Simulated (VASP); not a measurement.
Ge, 2 atoms in the cell. It takes space group I4_1/amd (No. 141, tetragonal). The conventional cell has a = 5.149 Å, b = 5.149 Å, c = 2.795 Å, α = 90.00°, β = 90.00°, γ = 90.00°. Ge (site symmetry -4m2) has 10 Ge at 2.67 to 3.32 Å within 3.5 Å. 

```yaml
Program: VASP 6.6.1
Task: relaxation of cell and atoms
Functional: PBE
Potentials_or_basis: VASP PAW PBE potentials, release 64 (Ge_d)
Cutoff: 600 eV
k_mesh: 8 × 8 × 8
Occupations: gaussian, width 0.1 eV
Spin: no spin polarisation
Target_pressure: 13.3 GPa
Dipole_correction: no
Further_INCAR_settings: ALGO = Normal; EDIFF = 1e-07; IBRION = 2; EDIFFG = -0.05; NSW = 80; ISIF = 3
```

Potentials or basis: VASP PAW PBE potentials, release 64 (Ge_d).

The run is started by

```console
$ cat potpaw_PBE.64/Ge_d/POTCAR > POTCAR
$ mpirun -np 1 vasp_std > vasp.out
```

Hardware: 1 thread of Intel Xeon 8259CL, on a shared host.

Q: How long does it take, and how much memory?

A: It took 4.2 min on 1 thread of Intel Xeon 8259CL (shared host), peak memory 0.2 GiB. Counts: scf iterations 62, k points 59, ion steps 7.
